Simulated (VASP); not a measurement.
Wanted: the native input for a VASP 6.6.1 run.

| Item | Value |
| --- | --- |
| Task | single point |
| Functional | PBE |
| Potentials or basis | VASP PAW PBE potentials, release 64 (Al, W_sv) |
| Cutoff | 520 eV |
| k mesh | 7 × 7 × 7 |
| Occupations | gaussian, width 0.2 eV |
| Spin | no spin polarisation |
| Dipole correction | no |
| Further INCAR settings | ALGO = Normal; EDIFF = 1e-06; NBANDS = 32 |

The structure of Al2W3 lies in POSCAR:

```
Al2W3
1.0
   -1.6119531191      1.6119531191      7.5416946849
    1.6119531191     -1.6119531191      7.5416946849
    1.6119531191      1.6119531191     -7.5416946849
Al W
2 3
Direct
    0.2003418480      0.2003418480      0.0000000000
    0.7996581520      0.7996581520      0.0000000000
    0.0000000000      0.0000000000      0.0000000000
    0.3992732713      0.3992732713      0.0000000000
    0.6007267287      0.6007267287      0.0000000000
```

These files were run (other wordings do the same):

INCAR

```
SYSTEM = Al2W3
PREC = Accurate ; ENCUT = 520
EDIFF = 1E-6 ; ISMEAR = 0
SIGMA = 0.2 ; LREAL = .False.
LASPH = .True. ; NELM = 80
ALGO = Normal ; ISIF = 2
LWAVE = .False. ; LCHARG = .False.
GGA = PE ; NBANDS = 32
```

KPOINTS

```
regular mesh
0
Gamma
  7 7 7
  0 0 0
```

Potentials or basis: VASP PAW PBE potentials, release 64 (Al, W_sv).

Launch:

```sh
$ cat potpaw_PBE.64/Al/POTCAR potpaw_PBE.64/W_sv/POTCAR > POTCAR
$ mpirun -np 1 vasp_std > vasp.out
```

Results of the run:

The pressure is 0.2 GPa and the largest force is 0.030 eV/Å. The band gap on the k mesh is zero (band 24 reaches 10.29 eV, above the bottom of band 25 at 9.32 eV).

Caveat: the k points lie up to 0.39 Å⁻¹ apart; spin-orbit coupling is left out, which moves the levels of the heavy elements.

It took 7.7 min on 1 thread of AMD EPYC 7R13 Processor (Zen 3), with other jobs on the host, peak memory 0.47 GiB.
